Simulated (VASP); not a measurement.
A run of VASP 6.6.1:

INCAR

```
SYSTEM = Be6N
ALGO     = Normal         ! electronic algorithm
EDIFF    = 1E-6           ! SCF threshold, eV
ENCUT    = 520            ! plane-wave cutoff, eV
GGA      = PE             ! functional
ISIF     = 2              ! what is computed and relaxed
ISMEAR   = 0              ! smearing method
LASPH    = .TRUE.         ! aspherical terms in the spheres
LCHARG   = .FALSE.        ! write CHGCAR
LREAL    = .FALSE.        ! projectors in reciprocal space
LWAVE    = .FALSE.        ! write WAVECAR
NBANDS   = 18             ! bands
NELM     = 60             ! most SCF steps
PREC     = Accurate       ! precision mode
SIGMA    = 0.1            ! smearing width, eV
```

Contents of KPOINTS:

```
k-points
0
G
  6 6 6
  0 0 0
```

The input POSCAR:

```
Be6N
1.0
    3.8995017900      0.0000000000      0.0000000000
   -1.9497509000      3.3770676100      0.0000000000
    0.0000000000      0.0000000000      3.3042655200
Be N
6 1
Direct
    0.0000000000      0.3336124100      0.5000000000
    0.6663875900      0.6663875900      0.5000000000
    0.3336124100      0.0000000000      0.5000000000
    0.0000000000      0.6663875900      0.5000000000
    0.3336124100      0.3336124100      0.5000000000
    0.6663875900      0.0000000000      0.5000000000
    0.0000000000      0.0000000000      0.0000000000
```

Potentials or basis: VASP PAW PBE potentials, release 64 (Be, N).

Launch:

```console
$ cat potpaw_PBE.64/Be/POTCAR potpaw_PBE.64/N/POTCAR > POTCAR
$ mpirun -np 1 vasp_std > vasp.out
```

Hardware: 1 thread of Intel(R) Xeon(R) Platinum 8375C CPU @ 2.90GHz (Ice Lake), with other jobs on the host.

Problem. How long does it take, and how much memory?

Solution. Wall time 19 s on 1 thread of Intel(R) Xeon(R) Platinum 8375C CPU @ 2.90GHz (Ice Lake), with other jobs on the host, peak memory 0.16 GiB. Counts: scf iterations 14, k points 28.
